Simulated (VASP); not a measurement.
Runs of VASP 6.6.1 on Cu. The structure is that of space group P6/mmm (No. 191), or close to it. The cells are those of the table. 

```tsv
cell	k mesh	gap on the mesh (eV)	pressure (GPa)
a = 4.180, b = 4.180, c = 2.511 Å, angles 90.0, 90.0, 120.0°, 3 atoms	12 × 12 × 17	none	-4.0
a = 4.285, b = 4.285, c = 2.574 Å, angles 90.0, 90.0, 120.0°, 3 atoms	12 × 12 × 17	none	(a)
a = 4.070, b = 4.070, c = 2.445 Å, angles 90.0, 90.0, 120.0°, 3 atoms	12 × 12 × 17	none	6.8
a = 4.126, b = 4.126, c = 2.478 Å, angles 90.0, 90.0, 120.0°, 3 atoms	9 × 9 × 13	none	0.8
a = 4.126, b = 4.126, c = 2.478 Å, angles 90.0, 90.0, 120.0°, 3 atoms	12 × 12 × 17	none	0.8
```

Alike in all rows: task single point; level PBE; potentials or basis VASP PAW PBE potentials, release 64 (Cu); no spin polarisation; cutoff (eV) 520; smearing fermi-dirac 0.1 eV.

Q: Fill in the values left out.

A: (a) -10.7.

A gap of «none» marks levels without a gap at the run's occupations.
